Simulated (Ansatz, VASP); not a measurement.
**ZnS in VASP and in Ansatz**

File POSCAR:

```
ZnS
1.0
    0.0000000000      2.4882780000      2.9210220000
    2.4882780000      0.0000000000      2.9210220000
    2.4882780000      2.4882780000      0.0000000000
Zn S
1 1
Direct
    0.0000000000      0.0000000000      0.0000000000
    0.7500000000      0.7500000000      0.7500000000
```

The input INCAR.step1:

```
PREC = Accurate
ENCUT = 520
ISMEAR = 0
SIGMA = 0.05
LREAL = False
LASPH = True
NELM = 80
NBANDS = 16
GGA = PE
ALGO = Normal
EDIFF = 1E-4
LWAVE = True
LCHARG = False
```

The input INCAR.step2:

```
PREC = Accurate
ENCUT = 520
EDIFF = 1E-6
ISMEAR = 0
SIGMA = 0.05
LREAL = False
LASPH = True
NELM = 80
ALGO = Normal
ISIF = 2
LWAVE = False
LCHARG = False
METAGGA = R2SCAN
LMIXTAU = True
NBANDS = 16
ISTART = 1
```

KPOINTS

```
regular mesh
0
Gamma
  8 8 8
```

Input for Ansatz:

```yaml
crystal:
  lattice:
    - [0.0, 2.488278, 2.921022]
    - [2.488278, 0.0, 2.921022]
    - [2.488278, 2.488278, 0.0]
  atoms:
    - { symbol: Zn, position: [0.0, 0.0, 0.0] }
    - { symbol: S, position: [0.75, 0.75, 0.75] }
basis:
  ecutwfc: 500
kpoints:
  mp_grid: { grid: [8, 8, 8] }
hamiltonian:
  xc: r2scan
scf:
  occupations: { method: gaussian, width: 0.05 }
output:
  forces: true
  stress: true
  eigenvalues: true
```

Change from the starting cell: strain -0.080 along x and y, +0.080 along z, atoms carried along.

Alike in both runs: task single point; functional r2SCAN; k mesh 8 × 8 × 8; occupations gaussian, width 0.05 eV; no spin polarisation.

```csv
,VASP,Ansatz
version,VASP 6.6.1,Ansatz 0.2.0
potentials or method,"VASP PAW PBE potentials, release 64 (Zn, S), cutoff 520 eV","scalar-relativistic, plane waves, PAW"
valence electrons in the cell,18,18
```

Ansatz gave:

| Item | Value |
| --- | --- |
| gap on the k mesh at the Fermi level (eV) | 2.69 |
| least direct gap on the mesh (eV) | 2.69 |
| pressure (GPa) | 6.5 |
| traceless stress, the component that is largest in VASP (GPa) | -6.15 |

Estimate VASP's values.

gap on the k mesh at the Fermi level (eV): 2.70; least direct gap on the mesh (eV): 2.70; pressure (GPa): 6.6; traceless stress, the component that is largest in VASP (GPa): -6.11.

VASP's potentials were made for PBE, not for r2SCAN.
